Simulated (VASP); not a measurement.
Here is a VASP 6.6.1 calculation.

The input INCAR:

```
SYSTEM = Li4TmGe
  ALGO = Normal
  EDIFF = 1E-6
  ENCUT = 750
  GGA = PE
  GGA_COMPAT = .False.
  ISIF = 2
  ISMEAR = 0
  LASPH = .True.
  LCHARG = .False.
  LMAXMIX = 6
  LREAL = .False.
  LWAVE = .False.
  NBANDS = 26
  NELM = 200
  PREC = Accurate
  SIGMA = 0.2
```

KPOINTS

```
k-points
0
Gamma
  4 4 4
  0 0 0
```

POSCAR

```
Li4TmGe
1.0
    5.2570994840      0.0000000030      0.0000000000
   -2.6285497446      4.5527817019      0.0000000000
    0.0000000000      0.0000000000      4.5785569519
Li Tm Ge
4 1 1
Direct
    0.3333333333      0.6666666667      0.0000000000
    0.6812111300      0.8406055650      0.5000000000
    0.1593944350      0.8406055650      0.5000000000
    0.1593944350      0.3187888700      0.5000000000
    0.6666666667      0.3333333333      0.0000000000
    0.0000000000      0.0000000000      0.0000000000
```

Potentials or basis: VASP PAW PBE potentials, release 64 (Li_sv, Tm_3, Ge_d), 4f in core.

Launch:

```sh
$ cat potpaw_PBE.64/Li_sv/POTCAR potpaw_PBE.64/Tm_3/POTCAR potpaw_PBE.64/Ge_d/POTCAR > POTCAR
$ mpirun -np 1 vasp_std > vasp.out
```

Problem. Predict the pressure.

Solution. 0.0 GPa.

Problem. Predict the band gap on the k mesh.

Solution. Zero (an odd number of electrons rules out a gap without spin polarisation).

Caveat: spin-orbit coupling is left out, which moves the levels of the heavy elements; the 4f electrons are frozen in the core, so they carry no moment and show no levels. Spin polarisation is off, so any magnetic state and its effect on volume and gap are missing.
